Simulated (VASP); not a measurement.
# Sr4Yb (P-4) in VASP: single point with PBE

Aim: the single point of Sr4Yb with PBE.

Everything below comes from runs of VASP 6.6.1. Logs are shortened: lines on timing, memory, paths and dates and some standing lists are left out, and cuts for length are marked.

## (1) The cell of the first run

Symmetry: P-4, No. 81, tetragonal system. The conventional cell has a = 7.963 Å, b = 7.963 Å, c = 3.990 Å, α = 90.00°, β = 90.00°, γ = 90.00°. Within 4.7 Å of Sr (site symmetry 1) lie 2 Yb at 3.58 to 4.35 Å and 7 Sr at 3.89 to 4.39 Å. Within 4.7 Å of Yb (site symmetry -4) lie 8 Sr at 3.58 to 4.35 Å and 2 Yb at 3.99 Å.

The cell was built from a structure type or drawn by symmetry, and may not be a known phase.

## (2) Single point, PBE

Input file INCAR:

```
ALGO = Normal
EDIFF = 1E-6
ENCUT = 520
GGA = PE
ISIF = 2
ISMEAR = 0
LASPH = T
LCHARG = F
LREAL = F
LWAVE = F
NBANDS = 40
NELM = 100
PREC = Accurate
SIGMA = 0.2
```

Input file KPOINTS:

```
k-points
0
Gamma
  3 3 4
```

Input file POSCAR:

```
Sr4Yb
1.0
    7.9633709017      0.0000000000      0.0000000000
    0.0000000000      7.9633709017      0.0000000000
    0.0000000000      0.0000000000      3.9904640240
Sr Yb
4 1
Direct
    0.6313031014      0.2060285376      0.1908517409
    0.3686968986      0.7939714624      0.1908517409
    0.2060285376      0.3686968986      0.8091482591
    0.7939714624      0.6313031014      0.8091482591
    0.0000000000      0.0000000000      0.5000000000
```

Potentials or basis: VASP PAW PBE potentials, release 64 (Sr_sv, Yb).

On the command line:

```console
$ cat potpaw_PBE.64/Sr_sv/POTCAR potpaw_PBE.64/Yb/POTCAR > POTCAR
$ mpirun -np 1 vasp_std > vasp.out
```

OUTCAR:

```text
EDIFF = 1E-6
   ENCUT = 520
   GGA = PE
   ISIF = 2
   ISMEAR = 0
   LASPH = T
   LREAL = F
   NELM = 100
   PREC = Accurate

 ion  position               nearest neighbor table
   1  0.631  0.206  0.191-   5 3.58   2 3.89   4 3.93   3 3.93   5 4.35   4 4.39   3 4.39   3 4.99
                             4 4.99   2 5.13
   2  0.369  0.794  0.191-   5 3.58   1 3.89   4 3.93   3 3.93   5 4.35   4 4.39   3 4.39   3 4.99
                             4 4.99   1 5.13
   3  0.206  0.369  0.809-   5 3.58   4 3.89   1 3.93   2 3.93   5 4.35   1 4.39   2 4.39   2 4.99
                             1 4.99   4 5.13
   4  0.794  0.631  0.809-   5 3.58   3 3.89   1 3.93   2 3.93   5 4.35   1 4.39   2 4.39   1 4.99
                             2 4.99   3 5.13
   5  0.000  0.000  0.500-   1 3.58   2 3.58   3 3.58   4 3.58   1 4.35   2 4.35   3 4.35   4 4.35

  LATTYP: Found a simple tetragonal cell.
 ALAT       =     7.9633709017
 C/A-ratio  =     0.5011023690

  Lattice vectors:

 A1 = (   7.9633709017,   0.0000000000,   0.0000000000)
 A2 = (   0.0000000000,   7.9633709017,   0.0000000000)
 A3 = (   0.0000000000,   0.0000000000,   3.9904640240)

Analysis of symmetry for initial positions (statically):
=====================================================================
 Subroutine PRICEL returns:
 Original cell was already a primitive cell.

 Routine SETGRP: Setting up the symmetry group for a
 simple tetragonal supercell.

 Subroutine GETGRP returns: Found  4 space group operations
 (whereof  4 operations were pure point group operations)
 out of a pool of 16 trial point group operations.

The static configuration has the point symmetry S_4 .

Analysis of symmetry for dynamics (positions and initial velocities):
=====================================================================
 Subroutine PRICEL returns:
 Original cell was already a primitive cell.

 Routine SETGRP: Setting up the symmetry group for a
 simple tetragonal supercell.

 Subroutine GETGRP returns: Found  4 space group operations
 (whereof  4 operations were pure point group operations)
 out of a pool of 16 trial point group operations.

The dynamic configuration has the point symmetry S_4 .

 Subroutine INISYM returns: Found  4 space group operations
 (whereof  4 operations are pure point group operations),
 and found     1 'primitive' translations

----------------------------------------------------------------------------------------

                                     Primitive cell

  volume of cell :     253.0564

  direct lattice vectors                    reciprocal lattice vectors
     7.963370902  0.000000000  0.000000000     0.125574962  0.000000000  0.000000000
     0.000000000  7.963370902  0.000000000     0.000000000  0.125574962  0.000000000
     0.000000000  0.000000000  3.990464024     0.000000000  0.000000000  0.250597423

  length of vectors
     7.963370902  7.963370902  3.990464024     0.125574962  0.125574962  0.250597423

  position of ions in fractional coordinates (direct lattice)
     0.631303101  0.206028538  0.190851741
     0.368696899  0.793971462  0.190851741
     0.206028538  0.368696899  0.809148259
     0.793971462  0.631303101  0.809148259
     0.000000000  0.000000000  0.500000000

  ion indices of the primitive-cell ions
   primitive index   ion index
                 1           1
                 2           2
                 3           3
                 4           4
                 5           5

----------------------------------------------------------------------------------------

 KPOINTS: k-points

Automatic generation of k-mesh.
 Grid dimensions read from file:
 generate k-points for:    3    3    4

 Generating k-lattice:

  Cartesian coordinates                     Fractional coordinates (reciprocal lattice)
     0.041858321  0.000000000  0.000000000     0.333333333  0.000000000  0.000000000
     0.000000000  0.041858321  0.000000000     0.000000000  0.333333333  0.000000000
     0.000000000  0.000000000  0.062649356     0.000000000  0.000000000  0.250000000

  Length of vectors
     0.041858321  0.041858321  0.062649356

  Shift w.r.t. Gamma in fractional coordinates (k-lattice)
     0.000000000  0.000000000  0.000000000

 Subroutine IBZKPT returns following result:
 ===========================================

 Found      9 irreducible k-points:

 Following reciprocal coordinates:
            Coordinates               Weight
  0.000000  0.000000  0.000000      1.000000
  0.333333  0.000000  0.000000      4.000000
  0.333333  0.333333  0.000000      4.000000
  0.000000  0.000000  0.250000      2.000000
  0.333333  0.000000  0.250000      8.000000
  0.333333  0.333333  0.250000      8.000000
  0.000000  0.000000  0.500000      1.000000
  0.333333  0.000000  0.500000      4.000000
  0.333333  0.333333  0.500000      4.000000
   k-points           NKPTS =      9   k-points in BZ     NKDIM =      9   number of bands    NBANDS=     40
   number of dos      NEDOS =    301   number of ions     NIONS =      5
   total plane-waves  NPLWV = 108000
   dimension x,y,z NGX =    60 NGY =   60 NGZ =   30
   dimension x,y,z NGXF=   120 NGYF=  120 NGZF=   60
   ions per type =               4   1
   NGX,Y,Z   is equivalent  to a cutoff of  12.53, 12.53, 12.50 a.u.
   NGXF,Y,Z  is equivalent  to a cutoff of  25.05, 25.05, 25.00 a.u.
 SYSTEM =  unknown system
   PREC   = accura    normal or accurate (medium, high low for compatibility)
   ISTART =      0    job   : 0-new  1-cont  2-samecut
   ICHARG =      2    charge: 1-file 2-atom 10-const
   ISPIN  =      1    spin polarized calculation?
   LNONCOLLINEAR =      F non collinear calculations
   LSORBIT =      F    spin-orbit coupling
   LASPH  =      T    aspherical Exc in radial PAW
   ENCUT  =  520.0 eV  38.22 Ry    6.18 a.u.  14.81 14.81  7.42*2*pi/ulx,y,z
   NELM   =    100;   NELMIN=  2; NELMDL= -5     # of ELM steps
   EDIFF  = 0.1E-05   stopping-criterion for ELM
   LREAL  =      F    real-space projection
   EDIFFG = 0.1E-04   stopping-criterion for IOM
   NSW    =      0    number of steps for IOM
   IBRION =     -1    ionic relax: 0-MD 1-quasi-New 2-CG
   NFREE  =      0    steps in history (QN), initial steepest desc. (CG)
   ISIF   =      2    stress and relaxation
   ISYM   =      2    0-nonsym 1-usesym 2-fastsym
   POTIM  = 0.5000    time-step for ionic-motion
   TEBEG  =    0.0;   TEEND  =   0.0 temperature during run
   PSTRESS=    0.0 pullay stress
   NELECT =      64.0000    total number of electrons
   NUPDOWN=      -1.0000    fix difference up-down
   EMIN   =  10.00;   EMAX   =-10.00  energy-range for DOS
   EFERMI =   0.00;   METHOD = LEGACY
   ISMEAR =     0;   SIGMA  =   0.20  broadening in eV -4-tet -1-fermi 0-gaus
   EFERMI_NEDOS =   21; number of points for ismear=-14 and -15
   IALGO  =     38    algorithm
   IMIX   =      4    mixing-type and parameters
     AMIX     =   0.40;   BMIX     =  1.00
     AMIX_MAG =   1.60;   BMIX_MAG =  1.00
  volume/ion in A,a.u.               =      50.61       341.54
  Fermi-wavevector in a.u.,A,eV,Ry     =   1.035291  1.956416 14.583095  1.071827
  Thomas-Fermi vector in A             =   2.169627
   LORBIT       =      0    0 simple, 1 ext, 2 COOP (PROOUT), +10 PAW based schemes
   GGA     = PE    functional components
   LHFCALC =     F    Hartree Fock is set to
   AEXX    =    0.0000 exact exchange contribution
   IVDW    =     0    specifies the selected vdW correction
   LEPSILON=     F    determine dielectric tensor
   LRPA    =     F    only Hartree local field effects (RPA)
 non-spin polarized calculation
 Gauss-broadening in eV      SIGMA  =   0.20
  energy-cutoff  :      520.00
  volume of cell :      253.06
 maximum number of plane-waves:      6840
 NGX is ok and might be reduce to    60
   NGX = 29   NGY = 29   NGZ = 15

 number of electron      64.0000027 magnetization

 Free energy of the ion-electron system (eV)
  ---------------------------------------------------
  ext. energy  EPLUGINS =         0.00000000
  ---------------------------------------------------
  free energy    TOTEN  =        -9.05043397 eV

  energy without entropy =       -8.86322191  energy(sigma->0) =       -8.95682794

 E-fermi :   1.4819     XC(G=0):  -7.6842

 val. band max:        1.4674609492   @ k =   0.3333   0.0000   0.0000
 cond. band min:       1.4866151939   @ k =   0.3333   0.3333   0.5000
 fundamental gap:      0.0191542447
 Fermi energy:         1.4819313232

 k-point     1 :       0.0000    0.0000    0.0000
  band No.  band energies     occupation
      1     -50.4850      2.00000
      2     -34.9977      2.00000
      3     -34.9810      2.00000
      4     -34.9810      2.00000
      5     -34.9803      2.00000
      6     -22.8936      2.00000
[... 32 lines left out ...]
     39       3.4634      0.00000
     40       3.5084      0.00000

 k-point     2 :       0.3333    0.0000    0.0000
  band No.  band energies     occupation
      1     -50.4850      2.00000
      2     -34.9956      2.00000
      3     -34.9871      2.00000
      4     -34.9810      2.00000
      5     -34.9764      2.00000
      6     -22.8936      2.00000
[... 32 lines left out ...]
     39       3.2869      0.00000
     40       3.4026      0.00000

 k-point     3 :       0.3333    0.3333    0.0000
  band No.  band energies     occupation
      1     -50.4850      2.00000
      2     -34.9934      2.00000
      3     -34.9878      2.00000
      4     -34.9850      2.00000
      5     -34.9740      2.00000
      6     -22.8935      2.00000
[... 32 lines left out ...]
     39       3.1624      0.00000
     40       3.3971      0.00000

 k-point     4 :       0.0000    0.0000    0.2500
  band No.  band energies     occupation
      1     -50.4841      2.00000
      2     -34.9905      2.00000
      3     -34.9760      2.00000
      4     -34.9754      2.00000
      5     -34.9754      2.00000
      6     -22.8896      2.00000
[... 32 lines left out ...]
     39       3.2359      0.00000
     40       3.2465      0.00000

 k-point     5 :       0.3333    0.0000    0.2500
  band No.  band energies     occupation
      1     -50.4841      2.00000
      2     -34.9886      2.00000
      3     -34.9815      2.00000
      4     -34.9753      2.00000
      5     -34.9719      2.00000
      6     -22.8896      2.00000
[... 32 lines left out ...]
     39       2.9774      0.00000
     40       3.2449      0.00000

 k-point     6 :       0.3333    0.3333    0.2500
  band No.  band energies     occupation
      1     -50.4841      2.00000
      2     -34.9866      2.00000
      3     -34.9821      2.00000
      4     -34.9789      2.00000
      5     -34.9696      2.00000
      6     -22.8895      2.00000
[... 32 lines left out ...]
     39       2.8796      0.00000
     40       3.1356      0.00000

 k-point     7 :       0.0000    0.0000    0.5000
  band No.  band energies     occupation
      1     -50.4832      2.00000
      2     -34.9829      2.00000
      3     -34.9721      2.00000
      4     -34.9697      2.00000
      5     -34.9697      2.00000
      6     -22.8855      2.00000
[... 32 lines left out ...]
     39       2.7155      0.00000
     40       3.0209      0.00000

 k-point     8 :       0.3333    0.0000    0.5000
  band No.  band energies     occupation
      1     -50.4832      2.00000
      2     -34.9813      2.00000
      3     -34.9759      2.00000
      4     -34.9696      2.00000
      5     -34.9675      2.00000
      6     -22.8855      2.00000
[... 32 lines left out ...]
     39       2.8229      0.00000
     40       3.0182      0.00000

 k-point     9 :       0.3333    0.3333    0.5000
  band No.  band energies     occupation
      1     -50.4832      2.00000
      2     -34.9797      2.00000
      3     -34.9765      2.00000
      4     -34.9727      2.00000
      5     -34.9654      2.00000
      6     -22.8855      2.00000
[... 32 lines left out ...]
     39       2.9560      0.00000
     40       3.0665      0.00000

------------------------ aborting loop because EDIFF is reached ----------------------------------------

  FORCE on cell =-STRESS in cart. coord.  units (eV):
  Direction    XX          YY          ZZ          XY          YZ          ZX
  --------------------------------------------------------------------------------------
  -------------------------------------------------------------------------------------
  Total        0.4840840      0.4840840      0.7989095     -0.0000000      0.0000000      0.0000000
  in kB        3.0648836      3.0648836      5.0581402     -0.0000000      0.0000000      0.0000000
  external PRESSURE =       3.7293025 kB  Pullay stress =       0.0000000 kB

 VOLUME and BASIS-vectors are now :
 -----------------------------------------------------------------------------
  energy-cutoff  :      520.00
  volume of cell :      253.06
      direct lattice vectors                 reciprocal lattice vectors
     7.963370902  0.000000000  0.000000000     0.125574962  0.000000000  0.000000000
     0.000000000  7.963370902  0.000000000     0.000000000  0.125574962  0.000000000
     0.000000000  0.000000000  3.990464024     0.000000000  0.000000000  0.250597423

 POSITION                                       TOTAL-FORCE (eV/Angst)
 -----------------------------------------------------------------------------------
      5.02730      1.64068      0.76159        -0.012496      0.010794     -0.014650
      2.93607      6.32269      0.76159         0.012496     -0.010794     -0.014650
      1.64068      2.93607      3.22888         0.010794      0.012496      0.014650
      6.32269      5.02730      3.22888        -0.010794     -0.012496      0.014650
      0.00000      0.00000      1.99523        -0.000000      0.000000      0.000000
 -----------------------------------------------------------------------------------
    total drift:                                0.000000      0.000000      0.000000

  FREE ENERGIE OF THE ION-ELECTRON SYSTEM (eV)
  ---------------------------------------------------
  free  energy   TOTEN  =        -9.0504339708 eV

  energy  without entropy=       -8.8632219084  energy(sigma->0) =       -8.95682794
```

It took 7.8 min on 1 thread of AMD EPYC 9R45 (Zen 5), shared host; peak memory 0.34 GiB.

Results:

* Free energy: -9.0504 eV
* Pressure: 0.4 GPa
* Largest force: 0.022 eV/Å
* Band gap on the k mesh: zero (bands 32 and 33 overlap by 0.12 eV)

Forces in eV/Å, atoms in the order of the input:
```
Sr  -0.012  0.011 -0.015
Sr   0.012 -0.011 -0.015
Sr   0.011  0.012  0.015
Sr  -0.011 -0.012  0.015
Yb   0.000  0.000  0.000
```

Levels at points of the mesh, in eV from the Fermi level:
```csv
k point,band 30,band 31,band 32,band 33,band 34,band 35
"(0.00, 0.00, 0.00)",-0.40,-0.38,-0.38,0.16,0.21,0.70
"(0.00, 0.00, 0.50)",-0.22,-0.16,-0.07,-0.07,0.27,0.49
```

Caveat: the k points lie up to 0.39 Å⁻¹ apart; spin-orbit coupling is left out, which moves the levels of the heavy elements. Spin polarisation is off, so any magnetic state and its effect on volume and gap are missing.
